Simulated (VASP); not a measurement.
Input of a VASP 6.6.1 run:

INCAR

```
PREC     = Accurate       # precision mode
ENCUT    = 600            # plane-wave cutoff, eV
EDIFF    = 1E-6           # SCF threshold, eV
ISMEAR   = -1             # smearing method
SIGMA    = 0.05           # smearing width, eV
LREAL    = F              # projectors in reciprocal space
LASPH    = T              # aspherical terms in the spheres
NELM     = 100            # most SCF steps
ALGO     = Normal         # electronic algorithm
ISIF     = 3              # what is computed and relaxed
LWAVE    = F              # write WAVECAR
LCHARG   = F              # write CHGCAR
GGA      = PE             # functional
IBRION   = 2              # ionic algorithm
NSW      = 32             # ionic steps
EDIFFG   = -0.005         # ionic threshold
PSTRESS  = 3300.0
```

The input KPOINTS:

```
regular mesh
0
Gamma
  15 15 15
```

POSCAR

```
Ga
1.0
    0.0000000000      2.1230919068      2.1230919068
    2.1230919068      0.0000000000      2.1230919068
    2.1230919068      2.1230919068      0.0000000000
Ga
2
Direct
   -0.1250000000     -0.1250000000     -0.1250000000
    0.1250000000      0.1250000000      0.1250000000
```

Potentials or basis: VASP PAW PBE potentials, release 64 (Ga_d).

Command:

```console
$ cat potpaw_PBE.64/Ga_d/POTCAR > POTCAR
$ mpirun -np 1 vasp_std > vasp.out
```

Q: What does it give for the relaxed cell?

A: a = 3.019 Å, b = 3.019 Å, c = 3.019 Å, α = 60.00°, β = 60.00°, γ = 60.00°.

Q: What does it give for the band gap on the k mesh?

A: Zero (band 13 reaches 20.77 eV, above the bottom of band 14 at 9.14 eV).

Q: Estimate the relaxed volume.

A: 9.73 Å³/atom.

Final structure:
```
Ga
1.0
     0.00000    2.13459    2.13459
     2.13459    0.00000    2.13459
     2.13459    2.13459    0.00000
Ga
2
Direct
  0.87500 0.87500 0.87500
  0.12500 0.12500 0.12500
```

Caveat: the cell is relaxed towards a set pressure, so the enthalpy falls and the energy may rise.
